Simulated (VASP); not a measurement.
# HfSbH5 (R-3m) in VASP: notebook

HfSbH5 is run at these levels: PBE; tasks: single point, relaxation of cell and atoms.

Program: VASP 6.6.1. These are calculated values, not measurements. Logs are shortened: lines on timing, memory, paths and dates and some standing lists are left out, and cuts for length are marked.

## (1) The cell of the first run

It takes space group R-3m (No. 166, trigonal). Conventional cell: a = 5.024 Å, b = 5.024 Å, c = 8.998 Å, α = 90.00°, β = 90.00°, γ = 120.00°. Hf (site symmetry -3m) has 8 H at 1.92 to 2.09 Å within 2.5 Å. Sb (site symmetry -3m) has 14 H at 2.51 to 2.93 Å and 6 Hf at 3.27 Å within 3.3 Å. H (site symmetry 3m) has 3 H at 1.51 Å and 1 Hf at 1.92 Å within 2.0 Å. H (site symmetry 2/m) has 2 H at 1.51 Å within 2.0 Å.

## (2) Single point, PBE

Input file INCAR:

```
ALGO = Normal ; EDIFF = 1E-6
ENCUT = 520 ; GGA = PE
ISIF = 2 ; ISMEAR = 0
LASPH = True ; LCHARG = False
LREAL = False ; LWAVE = False
NBANDS = 19 ; NELM = 60
PREC = Accurate ; SIGMA = 0.1
```

Input file KPOINTS:

```
k-points
0
Gamma
  6 6 6
```

Input file POSCAR:

```
HfSbH5
1.0
    2.5120240103      1.4503177386      2.9993919637
   -2.5120240103      1.4503177386      2.9993919637
    0.0000000000     -2.9006354771      2.9993919637
Hf Sb H
1 1 5
Direct
    0.0000000000      0.0000000000      0.0000000000
    0.5000000000      0.5000000000      0.5000000000
    0.7870829260      0.7870829260      0.7870829260
    0.2129170740      0.2129170740      0.2129170740
    0.0000000000      0.0000000000      0.5000000000
    0.5000000000      0.0000000000      0.0000000000
    0.0000000000      0.5000000000      0.0000000000
```

Potentials or basis: VASP PAW PBE potentials, release 64 (Hf_pv, Sb, H).

Command:

```sh
$ cat potpaw_PBE.64/Hf_pv/POTCAR potpaw_PBE.64/Sb/POTCAR potpaw_PBE.64/H/POTCAR > POTCAR
$ mpirun -np 1 vasp_std > vasp.out
```

OUTCAR:

```text
EDIFF = 1E-6
   ENCUT = 520
   GGA = PE
   ISIF = 2
   ISMEAR = 0
   LASPH = True
   LREAL = False
   NELM = 60
   PREC = Accurate

 ion  position               nearest neighbor table
   1  0.000  0.000  0.000-   3 1.92   4 1.92   5 2.09   5 2.09   7 2.09   6 2.09   7 2.09   6 2.09
                             2 3.27   2 3.27   2 3.27   2 3.27   2 3.27   2 3.27
   2  0.500  0.500  0.500-   1 3.27   1 3.27   1 3.27   1 3.27   1 3.27   1 3.27
   3  0.787  0.787  0.787-   1 1.92
   4  0.213  0.213  0.213-   1 1.92
   5  0.000  0.000  0.500-   1 2.09   1 2.09
   6  0.500  0.000  0.000-   1 2.09   1 2.09
   7  0.000  0.500  0.000-   1 2.09   1 2.09

  LATTYP: Found a trigonal (rhomboedric) cell.
 ALAT       =     4.1725338013
 COS(alpha) =     0.2751004322

  Lattice vectors:

 A1 = (   2.5120240103,   1.4503177386,   2.9993919637)
 A2 = (  -2.5120240103,   1.4503177386,   2.9993919637)
 A3 = (   0.0000000000,  -2.9006354771,   2.9993919637)

Analysis of symmetry for initial positions (statically):
=====================================================================
 Subroutine PRICEL returns:
 Original cell was already a primitive cell.

 Routine SETGRP: Setting up the symmetry group for a
 trigonal (rhombohedral) supercell.

 Subroutine GETGRP returns: Found 12 space group operations
 (whereof 12 operations were pure point group operations)
 out of a pool of 12 trial point group operations.

The static configuration has the point symmetry D_3d.

Analysis of symmetry for dynamics (positions and initial velocities):
=====================================================================
 Subroutine PRICEL returns:
 Original cell was already a primitive cell.

 Routine SETGRP: Setting up the symmetry group for a
 trigonal (rhombohedral) supercell.

 Subroutine GETGRP returns: Found 12 space group operations
 (whereof 12 operations were pure point group operations)
 out of a pool of 12 trial point group operations.

The dynamic configuration has the point symmetry D_3d.

 Subroutine INISYM returns: Found 12 space group operations
 (whereof 12 operations are pure point group operations),
 and found     1 'primitive' translations

----------------------------------------------------------------------------------------

                                     Primitive cell

  volume of cell :      65.5649

  direct lattice vectors                    reciprocal lattice vectors
     2.512024010  1.450317739  2.999391964     0.199042683  0.114917347  0.111133636
    -2.512024010  1.450317739  2.999391964    -0.199042683  0.114917347  0.111133636
     0.000000000 -2.900635477  2.999391964     0.000000000 -0.229834694  0.111133636

  length of vectors
     4.172533801  4.172533801  4.172533801     0.255293305  0.255293305  0.255293305

  position of ions in fractional coordinates (direct lattice)
     0.000000000  0.000000000  0.000000000
     0.500000000  0.500000000  0.500000000
     0.787082926  0.787082926  0.787082926
     0.212917074  0.212917074  0.212917074
     1.000000000  1.000000000  0.500000000
     0.500000000  1.000000000  0.000000000
     1.000000000  0.500000000  0.000000000

  ion indices of the primitive-cell ions
   primitive index   ion index
                 1           1
                 2           2
                 3           3
                 4           4
                 5           5
                 6           6
                 7           7

----------------------------------------------------------------------------------------

 KPOINTS: k-points

Automatic generation of k-mesh.
 Grid dimensions read from file:
 generate k-points for:    6    6    6

 Generating k-lattice:

  Cartesian coordinates                     Fractional coordinates (reciprocal lattice)
     0.033173781  0.019152891  0.018522273     0.166666667  0.000000000  0.000000000
    -0.033173781  0.019152891  0.018522273     0.000000000  0.166666667  0.000000000
     0.000000000 -0.038305782  0.018522273     0.000000000  0.000000000  0.166666667

  Length of vectors
     0.042548884  0.042548884  0.042548884

  Shift w.r.t. Gamma in fractional coordinates (k-lattice)
     0.000000000  0.000000000  0.000000000

 Subroutine IBZKPT returns following result:
 ===========================================

 Found     32 irreducible k-points:

 Following reciprocal coordinates:
            Coordinates               Weight
  0.000000  0.000000  0.000000      1.000000
  0.166667 -0.000000 -0.000000      6.000000
  0.333333 -0.000000 -0.000000      6.000000
  0.500000 -0.000000 -0.000000      3.000000
  0.166667  0.166667 -0.000000      6.000000
  0.333333  0.166667 -0.000000     12.000000
[... 16 lines left out ...]
  0.500000  0.500000  0.166667      6.000000
 -0.333333  0.500000  0.166667     12.000000
 [... further k-points ...]
   k-points           NKPTS =     32   k-points in BZ     NKDIM =     32   number of bands    NBANDS=     19
   number of dos      NEDOS =    301   number of ions     NIONS =      7
   total plane-waves  NPLWV =  32768
   dimension x,y,z NGX =    32 NGY =   32 NGZ =   32
   dimension x,y,z NGXF=    64 NGYF=   64 NGZF=   64
   ions per type =               1   1   5
   NGX,Y,Z   is equivalent  to a cutoff of  12.75, 12.75, 12.75 a.u.
   NGXF,Y,Z  is equivalent  to a cutoff of  25.50, 25.50, 25.50 a.u.
 SYSTEM =  unknown system
   PREC   = accura    normal or accurate (medium, high low for compatibility)
   ISTART =      0    job   : 0-new  1-cont  2-samecut
   ICHARG =      2    charge: 1-file 2-atom 10-const
   ISPIN  =      1    spin polarized calculation?
   LNONCOLLINEAR =      F non collinear calculations
   LSORBIT =      F    spin-orbit coupling
   LASPH  =      T    aspherical Exc in radial PAW
   ENCUT  =  520.0 eV  38.22 Ry    6.18 a.u.   7.76  7.76  7.76*2*pi/ulx,y,z
   NELM   =     60;   NELMIN=  2; NELMDL= -5     # of ELM steps
   EDIFF  = 0.1E-05   stopping-criterion for ELM
   LREAL  =      F    real-space projection
   EDIFFG = 0.1E-04   stopping-criterion for IOM
   NSW    =      0    number of steps for IOM
   IBRION =     -1    ionic relax: 0-MD 1-quasi-New 2-CG
   NFREE  =      0    steps in history (QN), initial steepest desc. (CG)
   ISIF   =      2    stress and relaxation
   ISYM   =      2    0-nonsym 1-usesym 2-fastsym
   POTIM  = 0.5000    time-step for ionic-motion
   TEBEG  =    0.0;   TEEND  =   0.0 temperature during run
   PSTRESS=    0.0 pullay stress
   NELECT =      20.0000    total number of electrons
   NUPDOWN=      -1.0000    fix difference up-down
   EMIN   =  10.00;   EMAX   =-10.00  energy-range for DOS
   EFERMI =   0.00;   METHOD = LEGACY
   ISMEAR =     0;   SIGMA  =   0.10  broadening in eV -4-tet -1-fermi 0-gaus
   EFERMI_NEDOS =   21; number of points for ismear=-14 and -15
   IALGO  =     38    algorithm
   IMIX   =      4    mixing-type and parameters
     AMIX     =   0.40;   BMIX     =  1.00
     AMIX_MAG =   1.60;   BMIX_MAG =  1.00
  volume/ion in A,a.u.               =       9.37        63.21
  Fermi-wavevector in a.u.,A,eV,Ry     =   1.102032  2.082539 16.523941  1.214475
  Thomas-Fermi vector in A             =   2.238469
   LORBIT       =      0    0 simple, 1 ext, 2 COOP (PROOUT), +10 PAW based schemes
   GGA     = PE    functional components
   LHFCALC =     F    Hartree Fock is set to
   AEXX    =    0.0000 exact exchange contribution
   IVDW    =     0    specifies the selected vdW correction
   LEPSILON=     F    determine dielectric tensor
   LRPA    =     F    only Hartree local field effects (RPA)
 non-spin polarized calculation
 Gauss-broadening in eV      SIGMA  =   0.10
  energy-cutoff  :      520.00
  volume of cell :       65.56
 maximum number of plane-waves:      1805
   NGX = 15   NGY = 15   NGZ = 15

 number of electron      20.0000001 magnetization

 Free energy of the ion-electron system (eV)
  ---------------------------------------------------
  ext. energy  EPLUGINS =         0.00000000
  ---------------------------------------------------
  free energy    TOTEN  =       -28.10448464 eV

  energy without entropy =      -28.09680681  energy(sigma->0) =      -28.10064573

 E-fermi :   5.4252     XC(G=0): -10.5769

 val. band max:        5.3907985515   @ k =   0.3333   0.3333  -0.0000
 cond. band min:       5.4346653192   @ k =  -0.1667   0.1667   0.0000
 fundamental gap:      0.0438667677
 Fermi energy:         5.4251774389

 k-point     1 :       0.0000    0.0000    0.0000
  band No.  band energies     occupation
      1     -25.6623      2.00000
      2     -25.6623      2.00000
      3     -25.5342      2.00000
      4      -6.7579      2.00000
      5       0.1299      2.00000
      6       0.2694      2.00000
[... 11 lines left out ...]
     18      13.6164      0.00000
     19      13.6164      0.00000

 k-point     2 :       0.1667   -0.0000   -0.0000
  band No.  band energies     occupation
      1     -25.6683      2.00000
      2     -25.6617      2.00000
      3     -25.5394      2.00000
      4      -6.4682      2.00000
      5      -0.9192      2.00000
      6       0.1838      2.00000
[... 11 lines left out ...]
     18      13.6310      0.00000
     19      13.8732      0.00000

 k-point     3 :       0.3333   -0.0000   -0.0000
  band No.  band energies     occupation
      1     -25.6820      2.00000
      2     -25.6605      2.00000
      3     -25.5483      2.00000
      4      -5.6338      2.00000
      5      -2.6859      2.00000
      6       0.0143      2.00000
[... 434 lines left out ...]
      1     -25.6889      2.00000
      2     -25.6784      2.00000
      3     -25.5820      2.00000
      4      -3.9973      2.00000
      5      -2.1199      2.00000
      6      -1.6999      2.00000
[... 11 lines left out ...]
     18      13.5494      0.00000
     19      15.8484      0.00000

 k-point    24 :      -0.3333    0.5000    0.1667
  band No.  band energies     occupation
      1     -25.6873      2.00000
      2     -25.6764      2.00000
      3     -25.5770      2.00000
      4      -3.7632      2.00000
      5      -2.5673      2.00000
      6      -2.3081      2.00000
[... 11 lines left out ...]
     18      13.3892      0.00000
     19      15.1392      0.00000

 [... further k-points ...]

------------------------ aborting loop because EDIFF is reached ----------------------------------------

  FORCE on cell =-STRESS in cart. coord.  units (eV):
  Direction    XX          YY          ZZ          XY          YZ          ZX
  --------------------------------------------------------------------------------------
  -------------------------------------------------------------------------------------
  Total       -0.3501606     -0.3501606     -0.1482839     -0.0000000     -0.0000000      0.0000000
  in kB       -8.5567018     -8.5567018     -3.6235400     -0.0000000     -0.0000000      0.0000000
  external PRESSURE =      -6.9123145 kB  Pullay stress =       0.0000000 kB

 VOLUME and BASIS-vectors are now :
 -----------------------------------------------------------------------------
  energy-cutoff  :      520.00
  volume of cell :       65.56
      direct lattice vectors                 reciprocal lattice vectors
     2.512024010  1.450317739  2.999391964     0.199042683  0.114917347  0.111133636
    -2.512024010  1.450317739  2.999391964    -0.199042683  0.114917347  0.111133636
     0.000000000 -2.900635477  2.999391964     0.000000000 -0.229834694  0.111133636

 POSITION                                       TOTAL-FORCE (eV/Angst)
 -----------------------------------------------------------------------------------
      0.00000      0.00000      0.00000         0.000000     -0.000000     -0.000000
      0.00000      0.00000      4.49909         0.000000     -0.000000      0.000000
      0.00000      0.00000      7.08231         0.000000     -0.000000     -0.046296
      0.00000      0.00000      1.91587         0.000000      0.000000      0.046296
      0.00000     -1.45032      1.49970        -0.000000      0.000000      0.000000
      1.25601      0.72516      1.49970         0.000000      0.000000      0.000000
     -1.25601      0.72516      1.49970         0.000000     -0.000000     -0.000000
 -----------------------------------------------------------------------------------
    total drift:                               -0.000000     -0.000000      0.000000

  FREE ENERGIE OF THE ION-ELECTRON SYSTEM (eV)
  ---------------------------------------------------
  free  energy   TOTEN  =       -28.1044846444 eV

  energy  without entropy=      -28.0968068096  energy(sigma->0) =      -28.10064573
```

Run time: 30 s. Hardware: 1 thread of Oxide Virtual Turin-like, shared host; peak memory 0.17 GiB.

What came out:

```
Free energy            : -28.1045 eV
Pressure               : -0.7 GPa
Largest force          : 0.046 eV/Å
Band gap on the k mesh : zero (band 10 reaches 6.05 eV, above the bottom of band 11 at 2.88 eV)
```

Forces on the atoms (eV/Å):
```
Hf   0.000  0.000  0.000
Sb   0.000  0.000  0.000
H    0.000  0.000 -0.046
H    0.000  0.000  0.046
H    0.000  0.000  0.000
H    0.000  0.000  0.000
H    0.000  0.000  0.000
```

Caveat: spin-orbit coupling is left out, which moves the levels of the heavy elements.

## (3) Single point, PBE

This run uses another cell than the first one, of 14.32 Å³/atom, 1.529 times its volume.

Input file INCAR:

```
ALGO     = Normal         # electronic algorithm
EDIFF    = 1E-6           # SCF threshold, eV
ENCUT    = 520            # plane-wave cutoff, eV
GGA      = PE             # functional
ISIF     = 2              # what is computed and relaxed
ISMEAR   = 0              # smearing method
LASPH    = T              # aspherical terms in the spheres
LCHARG   = T              # write CHGCAR
LELF     = T              # ELF
LREAL    = F              # projectors in reciprocal space
LVHAR    = T            
LWAVE    = F              # write WAVECAR
NBANDS   = 19             # bands
NELM     = 80             # most SCF steps
PREC     = Accurate       # precision mode
SIGMA    = 0.1            # smearing width, eV
```

KPOINTS is that of step 2.

Input file POSCAR:

```
HfSbH5
1.0
    2.5968969200      1.4993191400      4.2910243600
   -2.5968969200      1.4993191400      4.2910243600
    0.0000000000     -2.9986382800      4.2910243600
Hf Sb H
1 1 5
Direct
    0.0000000000      0.0000000000      0.0000000000
    0.5000000000      0.5000000000      0.5000000000
    0.8098596100      0.8098596100      0.8098596100
    0.1901403900      0.1901403900      0.1901403900
    0.0000000000      0.0000000000      0.5000000000
    0.5000000000      0.0000000000      0.0000000000
    0.0000000000      0.5000000000      0.0000000000
```

Potentials or basis: VASP PAW PBE potentials, release 64 (Hf_pv, Sb, H).

Command:

```sh
$ cat potpaw_PBE.64/Hf_pv/POTCAR potpaw_PBE.64/Sb/POTCAR potpaw_PBE.64/H/POTCAR > POTCAR
$ mpirun -np 1 vasp_std > vasp.out
```

It took 65 s on 1 thread of Oxide Virtual Turin-like, shared host; peak memory 0.23 GiB.

Results (log left out):

* Free energy: -24.3652 eV
* Pressure: -15.1 GPa
* Largest force: 1.319 eV/Å
* Band gap on the k mesh: zero (band 10 reaches 2.87 eV, above the bottom of band 11 at 0.60 eV)

Forces on the atoms (eV/Å):
```
Hf   0.000  0.000  0.000
Sb   0.000  0.000  0.000
H    0.000  0.000  1.319
H    0.000  0.000 -1.319
H    0.000  0.000  0.000
H    0.000  0.000  0.000
H    0.000  0.000  0.000
```

Stress tensor (GPa, compression positive):
```
 -9.47   0.00   0.00
  0.00  -9.47   0.00
  0.00   0.00 -26.21
```

Levels at points of the mesh, in eV from the Fermi level:
```csv
k point,band 6,band 7,band 8,band 9,band 10,band 11,band 12,band 13,band 14,band 15
"(0.00, 0.00, 0.00)",-3.24,-3.24,-2.60,-1.01,-1.01,-0.55,-0.31,0.36,0.36,3.13
"(0.50, 0.00, 0.00)",-5.00,-4.10,-1.89,-0.29,0.10,0.40,1.62,2.49,2.54,2.65
"(0.50, 0.50, 0.00)",-5.68,-3.80,-1.73,-1.11,0.07,0.55,0.97,1.02,1.50,1.53
"(0.50, 0.50, 0.50)",-3.95,-3.31,-2.56,-2.56,-1.99,-1.99,0.67,0.67,2.50,2.50
```

Caveat: spin-orbit coupling is left out, which moves the levels of the heavy elements; forces of over 1 eV/Å act on the atoms, so gaps and moduli don't describe the material at rest.

## (4) Single point, PBE

This run uses another cell than the first one, of 9.29 Å³/atom, 0.992 times its volume.

Input file INCAR:

```
ALGO = Normal
EDIFF = 1E-6
ENCUT = 520
GGA = PE
ISIF = 2
ISMEAR = 0
LASPH = True
LCHARG = False
LREAL = False
LWAVE = False
NBANDS = 19
NELM = 100
PREC = Accurate
SIGMA = 0.1
```

Input file KPOINTS:

```
k-points
0
Gamma
  12 12 12
```

Input file POSCAR:

```
HfSbH5
1.0
    2.5202454563      1.4550643926      2.9563283851
   -2.5202454563      1.4550643926      2.9563283851
    0.0000000000     -2.9101287852      2.9563283851
Hf Sb H
1 1 5
Direct
    0.0000000000      0.0000000000      0.0000000000
    0.5000000000      0.5000000000      0.5000000000
    0.7822296621      0.7822296621      0.7822296621
    0.2177703379      0.2177703379      0.2177703379
    0.0000000000      0.0000000000      0.5000000000
    0.5000000000      0.0000000000      0.0000000000
    0.0000000000      0.5000000000      0.0000000000
```

Command:

```sh
$ cat potpaw_PBE.64/Hf_pv/POTCAR potpaw_PBE.64/Sb/POTCAR potpaw_PBE.64/H/POTCAR > POTCAR
$ mpirun -np 1 vasp_std > vasp.out
```

Run time: 2.4 min. Hardware: 1 thread of Oxide Virtual Turin-like, shared host; peak memory 0.33 GiB.

Results (log left out):

```yaml
Free_energy: -28.1263 eV
Pressure: -0.4 GPa
Largest_force: 0.015 eV/Å
Band_gap_on_the_k_mesh: zero (band 10 reaches 6.19 eV, above the bottom of band 11 at 3.19 eV)
```

Forces on the atoms (eV/Å):
```
Hf   0.000  0.000  0.000
Sb   0.000  0.000  0.000
H    0.000  0.000 -0.015
H    0.000  0.000  0.015
H    0.000  0.000  0.000
H    0.000  0.000  0.000
H    0.000  0.000  0.000
```

Stress tensor (GPa, compression positive):
```
-0.49  0.00  0.00
 0.00 -0.49  0.00
 0.00  0.00 -0.30
```

Levels at points of the mesh, in eV from the Fermi level:
```
           k point  band 6  band 7  band 8  band 9  band 10  band 11  band 12  band 13  band 14  band 15
(0.00, 0.00, 0.00)   -5.20   -5.18   -3.40   -0.83    -0.83     1.23     1.23     2.01     2.12     4.96
(0.50, 0.00, 0.00)   -5.50   -4.29   -1.78   -1.11    -0.96     0.76     1.48     3.88     3.89     5.08
(0.50, 0.50, 0.00)   -7.51   -4.97   -1.45   -1.39     0.60     1.06     1.39     1.85     2.12     2.41
(0.50, 0.50, 0.50)   -6.18   -3.43   -3.43   -3.40    -3.40    -2.31     1.99     1.99     5.17     5.57
```

Caveat: spin-orbit coupling is left out, which moves the levels of the heavy elements.

(Continued in part 2 of 3.)
